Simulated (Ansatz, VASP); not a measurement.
## Two plane-wave programs on SnO2

```
Sn O
1.0
     3.33090    0.00000    0.00000
    -1.66545    2.88464    0.00000
     0.00000    0.00000    9.60364
Sn O
2 4
Direct
  0.00000 0.00000 0.50000
  0.00000 0.00000 0.00000
  0.66667 0.33333 0.38243
  0.66667 0.33333 0.11757
  0.33333 0.66667 0.61757
  0.33333 0.66667 0.88243
```

Alike in both runs: task single point; functional PBE; dispersion D3(BJ); k mesh 12 × 12 × 4; occupations gaussian, width 0.05 eV; no spin polarisation.

|  | VASP | Ansatz |
| --- | --- | --- |
| version | VASP 6.6.1 | Ansatz 0.2.0 |
| potentials or method | VASP PAW PBE potentials, release 64 (Sn_d, O), cutoff 520 eV | scalar-relativistic, plane waves, PAW |
| valence electrons in the cell | 52 | 52 |

Ansatz gave:

```
gap on the k mesh at the Fermi level (eV)                     : 0.64
least direct gap on the mesh (eV)                             : 0.70
pressure (GPa)                                                : -14.8
traceless stress, the component that is largest in VASP (GPa) : 6.24
rms of the force components (eV/Å)                            : 1.004
```

Question: Which values does VASP return?

Answer: gap on the k mesh at the Fermi level (eV): 0.62; least direct gap on the mesh (eV): 0.67; pressure (GPa): -14.4; traceless stress, the component that is largest in VASP (GPa): 6.04; rms of the force components (eV/Å): 0.982.

Atom by atom the forces differ by 0.021 eV/Å (rms over components).
